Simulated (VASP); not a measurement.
Input of a VASP 6.6.1 run:

Contents of INCAR:

```
PREC     = Accurate       # precision mode
ENCUT    = 520            # plane-wave cutoff, eV
EDIFF    = 1E-6           # SCF threshold, eV
ISMEAR   = 0              # smearing method
SIGMA    = 0.15           # smearing width, eV
LREAL    = False          # projectors in reciprocal space
LASPH    = True           # aspherical terms in the spheres
NELM     = 100            # most SCF steps
ALGO     = Normal         # electronic algorithm
ISIF     = 2              # what is computed and relaxed
LWAVE    = False          # write WAVECAR
LCHARG   = False          # write CHGCAR
GGA      = CA             # functional
NBANDS   = 28             # bands
```

KPOINTS

```
Automatic mesh
0
Gamma
  12 12 10
```

POSCAR

```
SnO
1.0
    3.7874342414      0.0000000000      0.0000000000
    0.0000000000      3.7874342414      0.0000000000
    0.0000000000      0.0000000000      4.9732799024
Sn O
2 2
Direct
    0.0000000000      0.5000000000      0.2457459271
    0.5000000000      0.0000000000      0.7542540729
    0.0000000000      0.0000000000      0.0000000000
    0.5000000000      0.5000000000      0.0000000000
```

Potentials or basis: VASP PAW LDA potentials, release 64 (Sn_d, O).

Command:

```bash
$ cat potpaw_LDA.64/Sn_d/POTCAR potpaw_LDA.64/O/POTCAR > POTCAR
$ mpirun -np 1 vasp_std > vasp.out
```

Problem. Predict the pressure.

Solution. -6.0 GPa.

Problem. What does it give for the band gap on the k mesh?

Solution. Zero (bands 20 and 21 overlap by 0.22 eV).

Forces on the atoms (eV/Å):
```
Sn   0.000  0.000 -1.247
Sn   0.000  0.000  1.247
O    0.000  0.000  0.000
O    0.000  0.000  0.000
```

Caveat: the cell stands under tension; semilocal functionals underestimate gaps, and a narrow one can read as zero; spin-orbit coupling is left out, which moves the levels of the heavy elements; forces of over 1 eV/Å act on the atoms, so gaps and moduli don't describe the material at rest.
